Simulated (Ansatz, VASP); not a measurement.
# One calculation of Zn, two programs

Contents of INCAR:

```
PREC = Accurate
ENCUT = 520
EDIFF = 1E-6
ISMEAR = -1
SIGMA = 0.1
LREAL = False
LASPH = True
NELM = 100
ALGO = Normal
ISIF = 2
LWAVE = False
LCHARG = True
GGA = RP
LELF = True
LVHAR = True
NBANDS = 12
```

KPOINTS

```
Automatic mesh
0
Gamma
  15 15 15
```

The input POSCAR:

```
Zn
1.0
    0.0000000000      1.9684010039      1.9684010039
    1.9684010039      0.0000000000      1.9684010039
    1.9684010039      1.9684010039      0.0000000000
Zn
1
Direct
    0.0000000000      0.0000000000      0.0000000000
```

Input for Ansatz:

```yaml
crystal:
  lattice:
    - [0.0, 1.9684010039, 1.9684010039]
    - [1.9684010039, 0.0, 1.9684010039]
    - [1.9684010039, 1.9684010039, 0.0]
  atoms:
    - { symbol: Zn, position: [0.0, 0.0, 0.0] }
hamiltonian:
  xc: rpbe
  pseudopotentials:
    kind: paw
    azcp:
      Zn: "pseudopotentials/Zn.paw.azcp"
basis:
  ecutwfc: 420
  fft_grid_basis: typed
kpoints:
  mp_grid: { grid: [15, 15, 15], shift: [0, 0, 0] }
magnetization:
  spin_polarized: false
scf:
  occupations: { method: fermi_dirac, width: 0.1 }
  lower_state_search: "off"
output:
  stress: true
```

Alike in both runs: task single point; functional RPBE; k mesh 15 × 15 × 15; occupations fermi-dirac, width 0.1 eV; no spin polarisation.

|  | VASP | Ansatz |
| --- | --- | --- |
| version | VASP 6.6.1 | Ansatz 0.2.0 |
| potentials or method | VASP PAW PBE potentials, release 64 (Zn), cutoff 520 eV | plane waves (420 eV) with PAW, scalar-relativistic |
| valence electrons in the cell | 12 | 12 |

```csv
,VASP,Ansatz,Ansatz less VASP
pressure (GPa),2.9,2.6,-0.33
```

VASP's potentials were made for PBE, not for RPBE.
